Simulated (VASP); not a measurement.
# Hg (I4_1/amd) in VASP: a series of runs

Runs on Hg. Level: PBE. Tasks: single point.

Program: VASP 6.6.1. These are calculated values, not measurements. Logs are shortened: lines on timing, memory, paths and dates and some standing lists are left out, and cuts for length are marked.

## 1. The cell of the first run

Symmetry: I4_1/amd, No. 141, tetragonal system. The conventional cell has a = 5.241 Å, b = 5.241 Å, c = 2.742 Å, α = 90.00°, β = 90.00°, γ = 90.00°. Within 3.6 Å of Hg (site symmetry -4m2) lie 10 Hg at 2.71 to 3.33 Å.

## 2. Single point, PBE

INCAR reads:

```
ALGO = Normal
EDIFF = 1E-6
ENCUT = 520
GGA = PE
ISIF = 2
ISMEAR = -1
LASPH = T
LCHARG = T
LELF = T
LREAL = F
LVHAR = T
LWAVE = F
NBANDS = 19
NELM = 100
PREC = Accurate
SIGMA = 0.1
```

KPOINTS reads:

```
k-points
0
Gamma
  14 14 14
```

POSCAR reads:

```
Hg
1.0
   -2.6203311630      2.6203311630      1.3707904254
    2.6203311630     -2.6203311630      1.3707904254
    2.6203311630      2.6203311630     -1.3707904254
Hg
2
Direct
   -0.3750000000     -0.1250000000     -0.2500000000
    0.3750000000      0.1250000000      0.2500000000
```

Potentials or basis: VASP PAW PBE potentials, release 64 (Hg).

On the command line:

```sh
cat potpaw_PBE.64/Hg/POTCAR > POTCAR
mpirun -np 1 vasp_std > vasp.out
```

OUTCAR:

```text
EDIFF = 1E-6
   ENCUT = 520
   GGA = PE
   ISIF = 2
   ISMEAR = -1
   LASPH = T
   LREAL = F
   NELM = 100
   PREC = Accurate

 ion  position               nearest neighbor table
   1  0.625  0.875  0.750-   2 2.71   2 2.71   2 2.71   2 2.71   2 3.33   2 3.33   2 3.33   2 3.33

   2  0.375  0.125  0.250-   1 2.71   1 2.71   1 2.71   1 2.71   1 3.33   1 3.33   1 3.33   1 3.33

  LATTYP: Found a body centered tetragonal cell.
 ALAT       =     5.2406623260
 C/A-ratio  =     0.5231363290

  Lattice vectors:

 A1 = (  -2.6203311630,   2.6203311630,   1.3707904254)
 A2 = (   2.6203311630,  -2.6203311630,   1.3707904254)
 A3 = (   2.6203311630,   2.6203311630,  -1.3707904254)

Analysis of symmetry for initial positions (statically):
=====================================================================
 Subroutine PRICEL returns:
 Original cell was already a primitive cell.

 Routine SETGRP: Setting up the symmetry group for a
 body centered tetragonal supercell.

 Subroutine GETGRP returns: Found 16 space group operations
 (whereof  4 operations were pure point group operations)
 out of a pool of 16 trial point group operations.

The static configuration has the point symmetry C_2h.
 The point group associated with its full space group is D_4h.

Analysis of symmetry for dynamics (positions and initial velocities):
=====================================================================
 Subroutine PRICEL returns:
 Original cell was already a primitive cell.

 Routine SETGRP: Setting up the symmetry group for a
 body centered tetragonal supercell.

 Subroutine GETGRP returns: Found 16 space group operations
 (whereof  4 operations were pure point group operations)
 out of a pool of 16 trial point group operations.

The dynamic configuration has the point symmetry C_2h.
 The point group associated with its full space group is D_4h.

 Subroutine INISYM returns: Found 16 space group operations
 (whereof  4 operations are pure point group operations),
 and found     1 'primitive' translations

----------------------------------------------------------------------------------------

                                     Primitive cell

  volume of cell :      37.6481

  direct lattice vectors                    reciprocal lattice vectors
    -2.620331163  2.620331163  1.370790425     0.000000000  0.190815576  0.364753058
     2.620331163 -2.620331163  1.370790425     0.190815576  0.000000000  0.364753058
     2.620331163  2.620331163 -1.370790425     0.190815576  0.190815576  0.000000000

  length of vectors
     3.951118474  3.951118474  3.951118474     0.411649581  0.411649581  0.269853975

  position of ions in fractional coordinates (direct lattice)
     0.625000000  0.875000000  0.750000000
     0.375000000  0.125000000  0.250000000

  ion indices of the primitive-cell ions
   primitive index   ion index
                 1           1
                 2           2

----------------------------------------------------------------------------------------

 KPOINTS: k-points

Automatic generation of k-mesh.
 Grid dimensions read from file:
 generate k-points for:   14   14   14

 Generating k-lattice:

  Cartesian coordinates                     Fractional coordinates (reciprocal lattice)
     0.000000000  0.013629684  0.026053790     0.071428571  0.000000000  0.000000000
     0.013629684  0.000000000  0.026053790     0.000000000  0.071428571  0.000000000
     0.013629684  0.013629684  0.000000000     0.000000000  0.000000000  0.071428571

  Length of vectors
     0.029403542  0.029403542  0.019275284

  Shift w.r.t. Gamma in fractional coordinates (k-lattice)
     0.000000000  0.000000000  0.000000000

 Subroutine IBZKPT returns following result:
 ===========================================

 Found    244 irreducible k-points:

 Following reciprocal coordinates:
            Coordinates               Weight
  0.000000  0.000000  0.000000      1.000000
  0.071429  0.000000  0.000000      8.000000
  0.142857  0.000000 -0.000000      8.000000
  0.214286  0.000000 -0.000000      8.000000
  0.285714  0.000000  0.000000      8.000000
  0.357143  0.000000  0.000000      8.000000
[... 16 lines left out ...]
  0.214286  0.142857 -0.000000     16.000000
  0.285714  0.142857 -0.000000     16.000000
 [... further k-points ...]
   k-points           NKPTS =    244   k-points in BZ     NKDIM =    244   number of bands    NBANDS=     19
   number of dos      NEDOS =    301   number of ions     NIONS =      2
   total plane-waves  NPLWV =  27000
   dimension x,y,z NGX =    30 NGY =   30 NGZ =   30
   dimension x,y,z NGXF=    60 NGYF=   60 NGZF=   60
   ions per type =               2
   NGX,Y,Z   is equivalent  to a cutoff of  12.62, 12.62, 12.62 a.u.
   NGXF,Y,Z  is equivalent  to a cutoff of  25.25, 25.25, 25.25 a.u.
 SYSTEM =  unknown system
   PREC   = accura    normal or accurate (medium, high low for compatibility)
   ISTART =      0    job   : 0-new  1-cont  2-samecut
   ICHARG =      2    charge: 1-file 2-atom 10-const
   ISPIN  =      1    spin polarized calculation?
   LNONCOLLINEAR =      F non collinear calculations
   LSORBIT =      F    spin-orbit coupling
   LASPH  =      T    aspherical Exc in radial PAW
   ENCUT  =  520.0 eV  38.22 Ry    6.18 a.u.   7.35  7.35  7.35*2*pi/ulx,y,z
   NELM   =    100;   NELMIN=  2; NELMDL= -5     # of ELM steps
   EDIFF  = 0.1E-05   stopping-criterion for ELM
   LREAL  =      F    real-space projection
   EDIFFG = 0.1E-04   stopping-criterion for IOM
   NSW    =      0    number of steps for IOM
   IBRION =     -1    ionic relax: 0-MD 1-quasi-New 2-CG
   NFREE  =      0    steps in history (QN), initial steepest desc. (CG)
   ISIF   =      2    stress and relaxation
   ISYM   =      2    0-nonsym 1-usesym 2-fastsym
   POTIM  = 0.5000    time-step for ionic-motion
   TEBEG  =    0.0;   TEEND  =   0.0 temperature during run
   PSTRESS=    0.0 pullay stress
   NELECT =      24.0000    total number of electrons
   NUPDOWN=      -1.0000    fix difference up-down
   EMIN   =  10.00;   EMAX   =-10.00  energy-range for DOS
   EFERMI =   0.00;   METHOD = LEGACY
   ISMEAR =    -1;   SIGMA  =   0.10  broadening in eV -4-tet -1-fermi 0-gaus
   EFERMI_NEDOS =   21; number of points for ismear=-14 and -15
   IALGO  =     38    algorithm
   IMIX   =      4    mixing-type and parameters
     AMIX     =   0.40;   BMIX     =  1.00
     AMIX_MAG =   1.60;   BMIX_MAG =  1.00
  volume/ion in A,a.u.               =      18.82       127.03
  Fermi-wavevector in a.u.,A,eV,Ry     =   1.408956  2.662541 27.009702  1.985157
  Thomas-Fermi vector in A             =   2.531061
   LORBIT       =      0    0 simple, 1 ext, 2 COOP (PROOUT), +10 PAW based schemes
   GGA     = PE    functional components
   LHFCALC =     F    Hartree Fock is set to
   AEXX    =    0.0000 exact exchange contribution
   IVDW    =     0    specifies the selected vdW correction
   LEPSILON=     F    determine dielectric tensor
   LRPA    =     F    only Hartree local field effects (RPA)
 non-spin polarized calculation
  energy-cutoff  :      520.00
  volume of cell :       37.65
 maximum number of plane-waves:      1033
 NGX is ok and might be reduce to    30
   NGX = 15   NGY = 15   NGZ = 15

 number of electron      23.9999995 magnetization

 Free energy of the ion-electron system (eV)
  ---------------------------------------------------
  ext. energy  EPLUGINS =         0.00000000
  ---------------------------------------------------
  free energy    TOTEN  =         1.06273418 eV

  energy without entropy =        1.08214776  energy(sigma->0) =        1.07244097

 E-fermi :   5.1051     XC(G=0): -12.0856

 val. band max:        5.0942488113   @ k =  -0.1429   0.0714   0.0000
 cond. band min:       5.1173611001   @ k =   0.2143   0.1429   0.0714
 fundamental gap:      0.0231122888
 Fermi energy:         5.1050795957

 k-point     1 :       0.0000    0.0000    0.0000
  band No.  band energies     occupation
      1      -6.3637      2.00000
      2      -4.7138      2.00000
      3      -4.7085      2.00000
      4      -4.4726      2.00000
      5      -4.1815      2.00000
      6      -1.9344      2.00000
[... 11 lines left out ...]
     18      21.9337      0.00000
     19      22.4748      0.00000

 k-point     2 :       0.0714    0.0000    0.0000
  band No.  band energies     occupation
      1      -6.1980      2.00000
      2      -4.6956      2.00000
      3      -4.6575      2.00000
      4      -4.3086      2.00000
      5      -4.0946      2.00000
      6      -2.1683      2.00000
[... 11 lines left out ...]
     18      20.3208      0.00000
     19      20.9559      0.00000

 k-point     3 :       0.1429    0.0000   -0.0000
  band No.  band energies     occupation
      1      -5.7321      2.00000
      2      -4.6138      2.00000
      3      -4.4986      2.00000
      4      -3.9059      2.00000
      5      -3.8267      2.00000
      6      -2.5656      2.00000
[... 11 lines left out ...]
     18      18.4030      0.00000
     19      18.8166      0.00000

 k-point     4 :       0.2143    0.0000   -0.0000
  band No.  band energies     occupation
      1      -5.1008      2.00000
      2      -4.4797      2.00000
      3      -4.2755      2.00000
      4      -3.4891      2.00000
      5      -3.3092      2.00000
      6      -2.9990      2.00000
[... 407 lines left out ...]
     18      16.3203      0.00000
     19      16.4209      0.00000

 k-point    23 :       0.2143    0.1429   -0.0000
  band No.  band energies     occupation
      1      -4.5135      2.00000
      2      -4.4609      2.00000
      3      -3.9086      2.00000
      4      -3.4120      2.00000
      5      -3.2699      2.00000
      6      -2.9704      2.00000
[... 11 lines left out ...]
     18      15.4088      0.00000
     19      16.7579      0.00000

 k-point    24 :       0.2857    0.1429   -0.0000
  band No.  band energies     occupation
      1      -4.5903      2.00000
      2      -4.5039      2.00000
      3      -3.7994      2.00000
      4      -3.5334      2.00000
      5      -3.1411      2.00000
      6      -3.0249      2.00000
[... 11 lines left out ...]
     18      15.9019      0.00000
     19      18.1566      0.00000

 [... further k-points ...]

------------------------ aborting loop because EDIFF is reached ----------------------------------------

  FORCE on cell =-STRESS in cart. coord.  units (eV):
  Direction    XX          YY          ZZ          XY          YZ          ZX
  --------------------------------------------------------------------------------------
  -------------------------------------------------------------------------------------
  Total        9.0602752      9.0602752      9.0757344     -0.0000000     -0.0000000      0.0000000
  in kB      385.5747226    385.5747226    386.2326149     -0.0000000     -0.0000000      0.0000000
  external PRESSURE =     385.7940200 kB  Pullay stress =       0.0000000 kB

 VOLUME and BASIS-vectors are now :
 -----------------------------------------------------------------------------
  energy-cutoff  :      520.00
  volume of cell :       37.65
      direct lattice vectors                 reciprocal lattice vectors
    -2.620331163  2.620331163  1.370790425     0.000000000  0.190815576  0.364753058
     2.620331163 -2.620331163  1.370790425     0.190815576  0.000000000  0.364753058
     2.620331163  2.620331163 -1.370790425     0.190815576  0.190815576  0.000000000

 POSITION                                       TOTAL-FORCE (eV/Angst)
 -----------------------------------------------------------------------------------
      2.62033      1.31017      1.02809         0.000000     -0.000000     -0.000000
     -0.00000      1.31017      0.34270        -0.000000      0.000000      0.000000
 -----------------------------------------------------------------------------------
    total drift:                                0.000000     -0.000000      0.000000

  FREE ENERGIE OF THE ION-ELECTRON SYSTEM (eV)
  ---------------------------------------------------
  free  energy   TOTEN  =         1.0627341801 eV

  energy  without entropy=        1.0821477622  energy(sigma->0) =        1.07244097
```

It took 66 s on 1 thread of Intel Xeon 6975P-C (Granite Rapids), shared host; peak memory 0.28 GiB.

What came out:

```yaml
Free_energy: 1.0627 eV
Pressure: 38.6 GPa
Band_gap_on_the_k_mesh: zero (bands 12 and 13 overlap by 6.09 eV)
```

Levels at points of the mesh, in eV from the Fermi level:
```csv
k point,band 8,band 9,band 10,band 11,band 12,band 13,band 14,band 15,band 16,band 17
"(0.00, 0.00, 0.00)",-7.00,-7.00,-6.29,-5.51,1.24,1.24,3.37,8.98,12.49,12.49
"(0.50, 0.00, 0.00)",-6.70,-6.44,-6.01,-2.50,-1.32,2.35,3.63,4.30,8.84,8.95
"(0.50, 0.50, 0.00)",-7.34,-6.62,-6.62,-6.26,-6.26,6.64,6.64,7.63,7.63,13.30
"(0.50, 0.50, 0.50)",-6.95,-6.90,-6.90,-3.50,-3.50,-2.08,-2.08,13.33,13.33,16.95
```

Caveat: the cell stands under pressure; spin-orbit coupling is left out, which moves the levels of the heavy elements.

## 3. Single point, PBE (18.82 Å³/atom)

INCAR reads:

```
SYSTEM = Hg
PREC     = Accurate       ! precision mode
ENCUT    = 520            ! plane-wave cutoff, eV
EDIFF    = 1E-6           ! SCF threshold, eV
ISMEAR   = -1             ! smearing method
SIGMA    = 0.1            ! smearing width, eV
LREAL    = .FALSE.        ! projectors in reciprocal space
LASPH    = .TRUE.         ! aspherical terms in the spheres
NELM     = 60             ! most SCF steps
ALGO     = Normal         ! electronic algorithm
ISIF     = 2              ! what is computed and relaxed
LWAVE    = .FALSE.        ! write WAVECAR
LCHARG   = .TRUE.         ! write CHGCAR
GGA      = PE             ! functional
LELF     = .TRUE.         ! ELF
LVHAR    = .TRUE.       
NBANDS   = 19             ! bands
```

KPOINTS reads:

```
Automatic mesh
0
G
  14 14 14
  0 0 0
```

POSCAR is that of step 2.

Potentials or basis: VASP PAW PBE potentials, release 64 (Hg).

On the command line:

```sh
cat potpaw_PBE.64/Hg/POTCAR > POTCAR
mpirun -np 1 vasp_std > vasp.out
```

It took 66 s on 1 thread of Intel Xeon 6975P-C (Granite Rapids), shared host; peak memory 0.28 GiB.

The run converged. Its results:

```
Free energy            : 1.0627 eV
Pressure               : 38.6 GPa
Band gap on the k mesh : zero (bands 12 and 13 overlap by 6.09 eV)
```

Levels at points of the mesh, in eV from the Fermi level:
```
           k point  band 9  band 10  band 11  band 12  band 13  band 14  band 15  band 16
(0.00, 0.00, 0.00)   -7.00    -6.29    -5.51     1.24     1.24     3.37     8.98    12.49
(0.50, 0.00, 0.00)   -6.44    -6.01    -2.50    -1.32     2.35     3.63     4.30     8.84
(0.50, 0.50, 0.00)   -6.62    -6.62    -6.26    -6.26     6.64     6.64     7.63     7.63
(0.50, 0.50, 0.50)   -6.90    -6.90    -3.50    -3.50    -2.08    -2.08    13.33    13.33
```

Caveat: the cell stands under pressure; spin-orbit coupling is left out, which moves the levels of the heavy elements.
